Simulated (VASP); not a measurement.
Write the native input for VASP 6.6.1 that does the following.

```yaml
Task: relaxation of shape and atoms at fixed volume
Functional: PBE
Potentials_or_basis: VASP PAW PBE potentials, release 64 (Mg, Cd, S)
Cutoff: 600 eV
k_mesh: 10 × 10 × 10
Occupations: gaussian, width 0.02 eV
Spin: no spin polarisation
Dipole_correction: no
Further_INCAR_settings: ALGO = Normal; EDIFF = 1e-07; IBRION = 2; EDIFFG = -0.01; NSW = 50; ISIF = 4
```

The structure of MgCd2S3 lies in POSCAR:

```
MgCd2S3
1.0
   -2.0293056879      2.0293056879      8.5598740297
    2.0293056879     -2.0293056879      8.5598740297
    2.0293056879      2.0293056879     -8.5598740297
Mg Cd S
1 2 3
Direct
    0.0000000000      0.0000000000      0.0000000000
    0.3362374148      0.3362374148      0.0000000000
    0.6637625852      0.6637625852      0.0000000000
    0.2500000000      0.7500000000      0.5000000000
    0.5772885588      0.0772885588      0.5000000000
    0.9227114412      0.4227114412      0.5000000000
```

The input as run:

INCAR

```
ALGO = Normal
EDIFF = 1E-7
EDIFFG = -0.01
ENCUT = 600
GGA = PE
IBRION = 2
ISIF = 4
ISMEAR = 0
LASPH = True
LCHARG = False
LREAL = False
LWAVE = False
NELM = 80
NSW = 50
PREC = Accurate
SIGMA = 0.02
```

KPOINTS

```
k-points
0
Gamma
  10 10 10
```

Potentials or basis: VASP PAW PBE potentials, release 64 (Mg, Cd, S).

Command:

```bash
$ cat potpaw_PBE.64/Mg/POTCAR potpaw_PBE.64/Cd/POTCAR potpaw_PBE.64/S/POTCAR > POTCAR
$ mpirun -np 1 vasp_std > vasp.out
```

It gave:

| Item | Value |
| --- | --- |
| Energy gained by relaxing | 0.2 meV/atom |
| Ionic steps | 5 |
| Pressure after relaxing | 4.0 GPa |
| Band gap on the k mesh | 1.83 eV |

It took 2.5 h on 1 thread of Oxide Virtual Turin-like Processor (shared host), peak memory 1.1 GiB.
